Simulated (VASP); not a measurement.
# Al2BC2 (P-3m1) in VASP: a series of runs

Al2BC2 is run at these levels: r2SCAN; tasks: single point, relaxation of the atoms.

Everything below comes from runs of VASP 6.6.1. Logs are shortened: lines on timing, memory, paths and dates and some standing lists are left out, and cuts for length are marked.

## Step 1: The cell of the first run

Symmetry: P-3m1, No. 164, trigonal system. The conventional cell has a = 3.159 Å, b = 3.159 Å, c = 5.442 Å, α = 90.00°, β = 90.00°, γ = 120.00°. Al (site symmetry 3m) has 4 C at 1.88 to 2.39 Å and 3 B at 2.53 Å and 3 Al at 2.65 Å within 2.7 Å. Within 2.5 Å of C (site symmetry 3m) lie 4 Al at 1.88 to 2.39 Å and 3 B at 2.24 Å. Within 3.0 Å of B (site symmetry -3m) lie 6 C at 2.24 Å and 6 Al at 2.53 Å.

## Step 2: Single point, r2SCAN

File POSCAR:

```
Al2BC2
1.0
    3.1591408694      0.0000000000      0.0000000000
   -1.5795704347      2.7358962471      0.0000000000
    0.0000000000      0.0000000000      5.4417280000
Al C B
2 2 1
Direct
    0.3333333333      0.6666666667      0.3232577245
    0.6666666667      0.3333333333      0.6767422755
    0.3333333333      0.6666666667      0.7623192534
    0.6666666667      0.3333333333      0.2376807466
    0.0000000000      0.0000000000      0.0000000000
```

File INCAR.step1:

```
SYSTEM = Al2BC2
ALGO = Normal ; EDIFF = 1E-5
ENCUT = 660 ; GGA = PE
GGA_COMPAT = .False. ; ISMEAR = -1
LASPH = .True. ; LCHARG = .False.
LREAL = .False. ; LWAVE = .True.
NBANDS = 16 ; NELM = 120
PREC = Accurate ; SIGMA = 0.1
```

File INCAR.step2:

```
SYSTEM = Al2BC2
ALGO = Normal ; EDIFF = 1E-6
ENCUT = 660 ; GGA_COMPAT = .False.
ISIF = 2 ; ISMEAR = -1
ISTART = 1 ; LASPH = .True.
LCHARG = .False. ; LMIXTAU = .True.
LREAL = .False. ; LWAVE = .False.
METAGGA = R2SCAN ; NBANDS = 16
NELM = 120 ; PREC = Accurate
SIGMA = 0.1
```

File KPOINTS:

```
k-points
0
Gamma
  8 8 4
  0 0 0
```

Potentials or basis: VASP PAW PBE potentials, release 64 (Al, C, B).

Command:

```sh
$ cat potpaw_PBE.64/Al/POTCAR potpaw_PBE.64/C/POTCAR potpaw_PBE.64/B/POTCAR > POTCAR
$ cp INCAR.step1 INCAR
$ mpirun -np 1 vasp_std > vasp.out
$ cp INCAR.step2 INCAR
$ mpirun -np 1 vasp_std > vasp.out
```

OUTCAR:

```text
SYSTEM = Al2BC2
   EDIFF = 1E-6
   ENCUT = 660
   ISIF = 2
   ISMEAR = -1
   ISTART = 1
   LASPH = .True.
   LREAL = .False.
   METAGGA = R2SCAN
   NELM = 120
   PREC = Accurate

 ion  position               nearest neighbor table
   1  0.333  0.667  0.323-   4 1.88   4 1.88   4 1.88   3 2.39   5 2.53   5 2.53   5 2.53   2 2.65
                             2 2.65   2 2.65
   2  0.667  0.333  0.677-   3 1.88   3 1.88   3 1.88   4 2.39   5 2.53   5 2.53   5 2.53   1 2.65
                             1 2.65   1 2.65
   3  0.333  0.667  0.762-   2 1.88   2 1.88   2 1.88   1 2.39
   4  0.667  0.333  0.238-   1 1.88   1 1.88   1 1.88   2 2.39
   5  0.000  0.000  0.000-   1 2.53   2 2.53   2 2.53   1 2.53   2 2.53   1 2.53

  LATTYP: Found a hexagonal cell.
 ALAT       =     3.1591408694
 C/A-ratio  =     1.7225341398

  Lattice vectors:

 A1 = (   3.1591408694,   0.0000000000,   0.0000000000)
 A2 = (  -1.5795704347,   2.7358962471,   0.0000000000)
 A3 = (   0.0000000000,   0.0000000000,   5.4417280000)

Analysis of symmetry for initial positions (statically):
=====================================================================
 Subroutine PRICEL returns:
 Original cell was already a primitive cell.

 Routine SETGRP: Setting up the symmetry group for a
 hexagonal supercell.

 Subroutine GETGRP returns: Found 12 space group operations
 (whereof 12 operations were pure point group operations)
 out of a pool of 24 trial point group operations.

The static configuration has the point symmetry D_3d.

Analysis of symmetry for dynamics (positions and initial velocities):
=====================================================================
 Subroutine PRICEL returns:
 Original cell was already a primitive cell.

 Routine SETGRP: Setting up the symmetry group for a
 hexagonal supercell.

 Subroutine GETGRP returns: Found 12 space group operations
 (whereof 12 operations were pure point group operations)
 out of a pool of 24 trial point group operations.

The dynamic configuration has the point symmetry D_3d.

 Subroutine INISYM returns: Found 12 space group operations
 (whereof 12 operations are pure point group operations),
 and found     1 'primitive' translations

----------------------------------------------------------------------------------------

                                     Primitive cell

  volume of cell :      47.0333

  direct lattice vectors                    reciprocal lattice vectors
     3.159140869  0.000000000  0.000000000     0.316541757  0.182755468  0.000000000
    -1.579570435  2.735896247  0.000000000     0.000000000  0.365510937  0.000000000
     0.000000000  0.000000000  5.441728000     0.000000000  0.000000000  0.183765157

  length of vectors
     3.159140869  3.159140869  5.441728000     0.365510937  0.365510937  0.183765157

  position of ions in fractional coordinates (direct lattice)
     0.333333333  0.666666667  0.323257725
     0.666666667  0.333333333  0.676742275
     0.333333333  0.666666667  0.762319253
     0.666666667  0.333333333  0.237680747
     0.000000000  0.000000000  0.000000000

  ion indices of the primitive-cell ions
   primitive index   ion index
                 1           1
                 2           2
                 3           3
                 4           4
                 5           5

----------------------------------------------------------------------------------------

 KPOINTS: k-points

Automatic generation of k-mesh.
 Grid dimensions read from file:
 generate k-points for:    8    8    4

 Generating k-lattice:

  Cartesian coordinates                     Fractional coordinates (reciprocal lattice)
     0.039567720  0.022844434  0.000000000     0.125000000  0.000000000  0.000000000
     0.000000000  0.045688867  0.000000000     0.000000000  0.125000000  0.000000000
     0.000000000  0.000000000  0.045941289     0.000000000  0.000000000  0.250000000

  Length of vectors
     0.045688867  0.045688867  0.045941289

  Shift w.r.t. Gamma in fractional coordinates (k-lattice)
     0.000000000  0.000000000  0.000000000

 Subroutine IBZKPT returns following result:
 ===========================================

 Found     35 irreducible k-points:

 Following reciprocal coordinates:
            Coordinates               Weight
  0.000000  0.000000  0.000000      1.000000
  0.125000  0.000000  0.000000      6.000000
  0.250000  0.000000  0.000000      6.000000
  0.375000  0.000000  0.000000      6.000000
  0.500000  0.000000  0.000000      3.000000
  0.125000  0.125000  0.000000      6.000000
[... 16 lines left out ...]
 -0.125000  0.500000  0.250000     12.000000
  0.250000  0.250000  0.250000     12.000000
 [... further k-points ...]
   k-points           NKPTS =     35   k-points in BZ     NKDIM =     35   number of bands    NBANDS=     16
   number of dos      NEDOS =    301   number of ions     NIONS =      5
   total plane-waves  NPLWV =  37632
   dimension x,y,z NGX =    28 NGY =   28 NGZ =   48
   dimension x,y,z NGXF=    56 NGYF=   56 NGZF=   96
   ions per type =               2   2   1
   NGX,Y,Z   is equivalent  to a cutoff of  14.73, 14.73, 14.66 a.u.
   NGXF,Y,Z  is equivalent  to a cutoff of  29.47, 29.47, 29.33 a.u.
 SYSTEM =  Al2BC2
   PREC   = accura    normal or accurate (medium, high low for compatibility)
   ISTART =      1    job   : 0-new  1-cont  2-samecut
   ICHARG =      0    charge: 1-file 2-atom 10-const
   ISPIN  =      1    spin polarized calculation?
   LNONCOLLINEAR =      F non collinear calculations
   LSORBIT =      F    spin-orbit coupling
   LASPH  =      T    aspherical Exc in radial PAW
   ENCUT  =  660.0 eV  48.51 Ry    6.96 a.u.   6.62  6.62 11.40*2*pi/ulx,y,z
   NELM   =    120;   NELMIN=  2; NELMDL=  0     # of ELM steps
   EDIFF  = 0.1E-05   stopping-criterion for ELM
   LREAL  =      F    real-space projection
   EDIFFG = 0.1E-04   stopping-criterion for IOM
   NSW    =      0    number of steps for IOM
   IBRION =     -1    ionic relax: 0-MD 1-quasi-New 2-CG
   NFREE  =      0    steps in history (QN), initial steepest desc. (CG)
   ISIF   =      2    stress and relaxation
   ISYM   =      2    0-nonsym 1-usesym 2-fastsym
   POTIM  = 0.5000    time-step for ionic-motion
   TEBEG  =    0.0;   TEEND  =   0.0 temperature during run
   PSTRESS=    0.0 pullay stress
   NELECT =      17.0000    total number of electrons
   NUPDOWN=      -1.0000    fix difference up-down
   EMIN   =  10.00;   EMAX   =-10.00  energy-range for DOS
   EFERMI =   0.00;   METHOD = LEGACY
   ISMEAR =    -1;   SIGMA  =   0.10  broadening in eV -4-tet -1-fermi 0-gaus
   EFERMI_NEDOS =   21; number of points for ismear=-14 and -15
   IALGO  =     38    algorithm
   IMIX   =      4    mixing-type and parameters
     AMIX     =   0.40;   BMIX     =  1.00
     AMIX_MAG =   1.60;   BMIX_MAG =  1.00
  volume/ion in A,a.u.               =       9.41        63.48
  Fermi-wavevector in a.u.,A,eV,Ry     =   1.166154  2.203712 18.502776  1.359916
  Thomas-Fermi vector in A             =   2.302671
   LORBIT       =      0    0 simple, 1 ext, 2 COOP (PROOUT), +10 PAW based schemes
   METAGGA = R2SCAN    functional components
   LHFCALC =     F    Hartree Fock is set to
   AEXX    =    0.0000 exact exchange contribution
   IVDW    =     0    specifies the selected vdW correction
   LEPSILON=     F    determine dielectric tensor
   LRPA    =     F    only Hartree local field effects (RPA)
 non-spin polarized calculation
  energy-cutoff  :      660.00
  volume of cell :       47.03
 maximum number of plane-waves:      1834
 NGX is ok and might be reduce to    28
   NGX = 13   NGY = 13   NGZ = 23

 number of electron      17.0000000 magnetization

 Free energy of the ion-electron system (eV)
  ---------------------------------------------------
  ext. energy  EPLUGINS =         0.00000000
  ---------------------------------------------------
  free energy    TOTEN  =       -35.44370703 eV

  energy without entropy =      -35.41555200  energy(sigma->0) =      -35.42962952

 E-fermi :   9.4616     XC(G=0): -12.1857

 val. band max:        9.4558862384   @ k =   0.5000   0.0000   0.5000
 cond. band min:       9.5592449457   @ k =   0.2500   0.1250   0.0000
 fundamental gap:      0.1033587074
 Fermi energy:         9.4616119215

 k-point     1 :       0.0000    0.0000    0.0000
  band No.  band energies     occupation
      1      -7.5723      2.00000
      2      -4.5997      2.00000
      3      -0.9438      2.00000
      4       6.8846      2.00000
      5       6.8846      2.00000
      6       7.1322      2.00000
[... 8 lines left out ...]
     15      18.1480      0.00000
     16      18.2910      0.00000

 k-point     2 :       0.1250    0.0000    0.0000
  band No.  band energies     occupation
      1      -7.3060      2.00000
      2      -4.3802      2.00000
      3      -0.6815      2.00000
      4       5.2125      2.00000
      5       6.1505      2.00000
      6       6.2679      2.00000
[... 8 lines left out ...]
     15      16.8293      0.00000
     16      17.6755      0.00000

 k-point     3 :       0.2500    0.0000    0.0000
  band No.  band energies     occupation
      1      -6.5252      2.00000
      2      -3.7839      2.00000
      3       0.0608      2.00000
      4       2.7749      2.00000
      5       4.4494      2.00000
      6       5.2620      2.00000
[... 8 lines left out ...]
     15      17.1564      0.00000
     16      17.7004      0.00000
[... 362 lines left out ...]
 k-point    23 :      -0.1250    0.5000    0.2500
  band No.  band energies     occupation
      1      -4.2703      2.00000
      2      -3.3183      2.00000
      3       0.0753      2.00000
      4       0.8497      2.00000
      5       3.1369      2.00000
      6       4.0894      2.00000
[... 8 lines left out ...]
     15      17.2947      0.00000
     16      18.2071      0.00000

 k-point    24 :       0.2500    0.2500    0.2500
  band No.  band energies     occupation
      1      -4.4356      2.00000
      2      -3.2095      2.00000
      3       0.4411      2.00000
      4       1.3625      2.00000
      5       2.9531      2.00000
      6       3.3937      2.00000
[... 8 lines left out ...]
     15      17.2649      0.00000
     16      18.1909      0.00000

 [... further k-points ...]

------------------------ aborting loop because EDIFF is reached ----------------------------------------

  FORCE on cell =-STRESS in cart. coord.  units (eV):
  Direction    XX          YY          ZZ          XY          YZ          ZX
  --------------------------------------------------------------------------------------
  -------------------------------------------------------------------------------------
  Total        7.1366301      7.1366301     -0.4030629      0.0000000      0.0000000     -0.0000000
  in kB      243.1074815    243.1074815    -13.7302345      0.0000000      0.0000000     -0.0000000
  external PRESSURE =     157.4949095 kB  Pullay stress =       0.0000000 kB

 VOLUME and BASIS-vectors are now :
 -----------------------------------------------------------------------------
  energy-cutoff  :      660.00
  volume of cell :       47.03
      direct lattice vectors                 reciprocal lattice vectors
     3.159140869  0.000000000  0.000000000     0.316541757  0.182755468  0.000000000
    -1.579570435  2.735896247  0.000000000     0.000000000  0.365510937  0.000000000
     0.000000000  0.000000000  5.441728000     0.000000000  0.000000000  0.183765157

 POSITION                                       TOTAL-FORCE (eV/Angst)
 -----------------------------------------------------------------------------------
     -0.00000      1.82393      1.75908        -0.000000      0.000000      0.018101
      1.57957      0.91197      3.68265        -0.000000      0.000000     -0.018101
     -0.00000      1.82393      4.14833         0.000000     -0.000000     -0.007660
      1.57957      0.91197      1.29339        -0.000000      0.000000      0.007660
      0.00000      0.00000      0.00000        -0.000000      0.000000     -0.000000
 -----------------------------------------------------------------------------------
    total drift:                                0.000000     -0.000000      0.000000

  FREE ENERGIE OF THE ION-ELECTRON SYSTEM (eV)
  ---------------------------------------------------
  free  energy   TOTEN  =       -35.4437070337 eV

  energy  without entropy=      -35.4155520017  energy(sigma->0) =      -35.42962952
```

Run time: 67 s. Hardware: 1 thread of Intel Xeon 6975P-C (Granite Rapids), shared host; peak memory 0.21 GiB.

Results:

| Property | Result |
| --- | --- |
| Free energy | -35.4437 eV |
| Pressure | 15.7 GPa |
| Largest force | 0.018 eV/Å |
| Band gap on the k mesh | zero (an odd number of electrons rules out a gap without spin polarisation) |

Forces on the atoms (eV/Å):
```
Al   0.000  0.000  0.018
Al   0.000  0.000 -0.018
C    0.000  0.000 -0.008
C    0.000  0.000  0.008
B    0.000  0.000  0.000
```

Levels at points of the mesh, in eV from the Fermi level:
```csv
k point,band 6,band 7,band 8,band 9,band 10,band 11
"(0.00, 0.00, 0.00)",-2.33,-2.33,-1.98,0.82,2.53,2.53
"(0.50, 0.00, 0.00)",-5.14,-5.03,-2.75,0.43,2.01,2.19
"(0.00, 0.00, 0.50)",-2.61,-2.21,-2.21,2.21,2.21,2.83
"(0.50, 0.00, 0.50)",-4.30,-3.67,-3.28,-1.15,-0.01,2.97
```

Caveat: the stress differs along the axes, from -1 to 24 GPa; the PAW data sets were made with another functional, which shifts forces and pressure a little.

## Step 3: Relaxation of the atoms, r2SCAN

File POSCAR:

```
Al2BC2
1.0
    3.1591400000      0.0000000000      0.0000000000
   -1.5795700000      2.7358970000      0.0000000000
    0.0000000000      0.0000000000      5.4417280000
Al C B
2 2 1
Direct
    0.3333300000      0.6666700000      0.3773000000
    0.6666700000      0.3333300000      0.6227000000
    0.3333300000      0.6666700000      0.7346000000
    0.6666700000      0.3333300000      0.2654000000
    0.0000000000      0.0000000000      0.0000000000
```

File INCAR.step1:

```
PREC = Accurate ; ENCUT = 580
ISMEAR = -1 ; SIGMA = 0.1
LREAL = F ; LASPH = T
NELM = 120 ; GGA = PE
ALGO = Normal ; EDIFF = 1E-5
LWAVE = T ; LCHARG = F
GGA_COMPAT = F ; IBRION = 2
EDIFFG = -0.01 ; NELMIN = 4
NSW = 100
```

File INCAR.step2:

```
PREC = Accurate ; ENCUT = 580
EDIFF = 1E-7 ; ISMEAR = -1
SIGMA = 0.1 ; LREAL = F
LASPH = T ; NELM = 120
ALGO = Normal ; ISIF = 2
LWAVE = F ; LCHARG = F
METAGGA = R2SCAN ; LMIXTAU = T
IBRION = 2 ; NSW = 100
EDIFFG = -0.01 ; ISTART = 1
GGA_COMPAT = F ; NELMIN = 4
```

File KPOINTS:

```
Automatic mesh
0
Gamma
  8 8 4
```

Potentials or basis: VASP PAW PBE potentials, release 64 (Al, C, B).

Command:

```sh
$ cat potpaw_PBE.64/Al/POTCAR potpaw_PBE.64/C/POTCAR potpaw_PBE.64/B/POTCAR > POTCAR
$ cp INCAR.step1 INCAR
$ mpirun -np 1 vasp_std > vasp.out
$ cp INCAR.step2 INCAR
$ mpirun -np 1 vasp_std > vasp.out
```

It took 14 min on 1 thread of Intel Xeon 6975P-C (Granite Rapids), shared host; peak memory 0.25 GiB.

Results (log left out):

| Property | Result |
| --- | --- |
| Free energy | -35.4384 eV |
| Energy gained by relaxing | 310.1 meV/atom |
| Ionic steps | 11 |
| Pressure after relaxing | 15.8 GPa |
| Band gap on the k mesh | zero (an odd number of electrons rules out a gap without spin polarisation) |

Stress tensor (GPa, compression positive):
```
24.47  0.00  0.00
 0.00 24.47  0.00
 0.00  0.00 -1.40
```

The path:
```
step  energy change (eV)  largest force (eV/Å)  pressure (GPa)
   1              0.0000                5.8841           26.97
   2             -1.5119                0.4954           20.01
   3             -1.5134                0.4854           20.20
   4             -1.5133                0.4900           20.11
   5             -1.5329                0.3272           18.71
   6             -1.5486                0.1508           15.52
   7             -1.5487                0.1411           15.72
   8             -1.5504                0.0341           15.82
   9             -1.5505                0.0111           15.85
  10             -1.5505                0.0222           15.84
  11             -1.5505                0.0018           15.85
```

Final structure:
```
Al C B
1.0
     3.15914    0.00000    0.00000
    -1.57957    2.73590    0.00000
     0.00000    0.00000    5.44173
Al C B
2 2 1
Direct
  0.33333 0.66667 0.32357
  0.66667 0.33333 0.67643
  0.33333 0.66667 0.76199
  0.66667 0.33333 0.23801
  0.00000 0.00000 0.00000
```

Levels at points of the mesh, in eV from the Fermi level:
| k point | band 6 | band 7 | band 8 | band 9 | band 10 | band 11 |
| --- | --- | --- | --- | --- | --- | --- |
| (0.00, 0.00, 0.00) | -2.32 | -2.32 | -1.98 | 0.83 | 2.54 | 2.54 |
| (0.50, 0.00, 0.00) | -5.14 | -5.02 | -2.74 | 0.44 | 2.02 | 2.19 |
| (0.50, 0.50, 0.00) | -5.14 | -5.02 | -2.74 | 0.44 | 2.02 | 2.19 |
| (0.00, 0.00, 0.50) | -2.61 | -2.20 | -2.20 | 2.22 | 2.22 | 2.84 |
| (0.50, 0.00, 0.50) | -4.30 | -3.67 | -3.28 | -1.15 | 0.00 | 2.97 |
| (0.50, 0.50, 0.50) | -4.30 | -3.67 | -3.28 | -1.15 | 0.00 | 2.97 |

Caveat: the PAW data sets were made with another functional, which shifts forces and pressure a little.

The gap in the log of VASP goes by the Fermi energy; the results here count the filled bands.